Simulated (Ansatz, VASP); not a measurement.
# SnSe: VASP beside Ansatz

```xyz
2
Lattice="0.0000 3.0336 2.9439 3.0336 0.0000 2.9439 3.0336 3.0336 0.0000" Properties=species:S:1:pos:R:3 pbc="T T T"
Sn    0.0000    0.0000    0.0000
Se    3.0336    3.0336    2.9439
```

Change from the starting cell: strain +0.015 along x and y, -0.015 along z, atoms carried along.

Alike in both runs: task single point; functional PBE; dispersion D3(BJ); k mesh 10 × 10 × 10; occupations gaussian, width 0.05 eV; no spin polarisation.

|  | VASP | Ansatz |
| --- | --- | --- |
| version | VASP 6.6.1 | Ansatz 0.2.0 |
| potentials or method | VASP PAW PBE potentials, release 64 (Sn_d, Se), cutoff 520 eV | scalar-relativistic, plane waves, PAW |
| valence electrons in the cell | 20 | 30 |

```tsv
	VASP	Ansatz	Ansatz less VASP
gap on the k mesh at the Fermi level (eV)	0.50	0.50	0.000
least direct gap on the mesh (eV)	0.58	0.58	0.000
pressure (GPa)	-0.6	-0.6	0.00
traceless stress, the component that is largest in VASP (GPa)	2.66	2.65	-0.009
```

VASP's potentials hold 20 valence electrons a cell and Ansatz's 30, so a difference there can come from the potentials and not from the codes.
